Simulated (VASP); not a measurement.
A run of VASP 6.6.1 is set up as follows.

INCAR

```
PREC = Accurate
ENCUT = 600
EDIFF = 1E-6
ISMEAR = 0
SIGMA = 0.02
LREAL = F
LASPH = T
NELM = 100
ALGO = Normal
ISIF = 4
LWAVE = F
LCHARG = F
GGA = PS
IBRION = 2
NSW = 50
EDIFFG = -0.01
```

KPOINTS

```
regular mesh
0
Gamma
  6 6 6
```

File POSCAR:

```
BaH2
1.0
    4.3403251498      0.0000000000      0.0000000000
   -2.1701625749      3.7588318404      0.0000000000
    0.0000000000      0.0000000000      5.7376099845
Ba H
2 4
Direct
    0.6666666667      0.3333333333      0.7500000000
    0.3333333333      0.6666666667      0.2500000000
    0.3333333333      0.6666666667      0.7500000000
    0.6666666667      0.3333333333      0.2500000000
    0.0000000000      0.0000000000      0.5000000000
    0.0000000000      0.0000000000      0.0000000000
```

Potentials or basis: VASP PAW PBE potentials, release 64 (Ba_sv, H).

Launch:

```sh
$ cat potpaw_PBE.64/Ba_sv/POTCAR potpaw_PBE.64/H/POTCAR > POTCAR
$ mpirun -np 1 vasp_std > vasp.out
```

Question: Predict the band gap on the k mesh.

Answer: 1.58 eV (least direct gap 2.39 eV).

Final structure:
```
Ba H
1.0
     4.35368    0.00000    0.00000
    -2.17684    3.77040    0.00000
     0.00000    0.00000    5.70245
Ba H
2 4
Cartesian
  2.1768 1.2568 4.2768
  0.0000 2.5136 1.4256
  0.0000 2.5136 4.2768
  2.1768 1.2568 1.4256
  0.0000 0.0000 2.8512
  0.0000 0.0000 0.0000
```

Caveat: spin-orbit coupling is left out, which moves the levels of the heavy elements. A k mesh can miss the band edges.
